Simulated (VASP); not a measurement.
Set up this calculation in VASP 6.6.1, as the native input.

| Item | Value |
| --- | --- |
| Task | single point |
| Functional | PBEsol |
| Potentials or basis | VASP PAW PBE potentials, release 64 (W_sv, Se) |
| Cutoff | 520 eV |
| k mesh | 9 × 9 × 2 |
| Occupations | gaussian, width 0.02 eV |
| Spin | no spin polarisation |
| Dipole correction | no |
| Further INCAR settings | ALGO = Normal; EDIFF = 1e-06; NBANDS = 35 |

The structure of WSe2 lies in POSCAR:

```
WSe2
1.0
    3.2707205779      0.0000000000      0.0000000000
   -1.6353602889      2.8325271092      0.0000000000
    0.0000000000      0.0000000000     13.2241062200
W Se
2 4
Direct
    0.3333333333      0.6666666667      0.2500000000
    0.6666666667      0.3333333333      0.7500000000
    0.3333333333      0.6666666667      0.6233768504
    0.6666666667      0.3333333333      0.1233768504
    0.3333333333      0.6666666667      0.8766231496
    0.6666666667      0.3333333333      0.3766231496
```

One way to write it, as run:

INCAR

```
ALGO = Normal ; EDIFF = 1E-6
ENCUT = 520 ; GGA = PS
ISIF = 2 ; ISMEAR = 0
LASPH = T ; LCHARG = T
LELF = T ; LREAL = F
LVHAR = T ; LWAVE = F
NBANDS = 35 ; NELM = 80
PREC = Accurate ; SIGMA = 0.02
```

KPOINTS

```
k-points
0
Gamma
  9 9 2
```

Potentials or basis: VASP PAW PBE potentials, release 64 (W_sv, Se).

Command:

```sh
$ cat potpaw_PBE.64/W_sv/POTCAR potpaw_PBE.64/Se/POTCAR > POTCAR
$ mpirun -np 1 vasp_std > vasp.out
```

Results of the run:

```
Pressure               : 0.4 GPa
Largest force          : 0.059 eV/Å
Band gap on the k mesh : 1.14 eV, indirect (least direct gap 1.59 eV)
```

Caveat: the PAW data sets were made with another functional, which shifts forces and pressure a little; spin-orbit coupling is left out, which moves the levels of the heavy elements; this functional lacks dispersion, which binds the layers, so the pressure and a relaxed spacing across them are unreliable.

Wall time 2.3 min on 1 thread of Intel Xeon 8259CL, with other jobs on the host, peak memory 0.27 GiB.
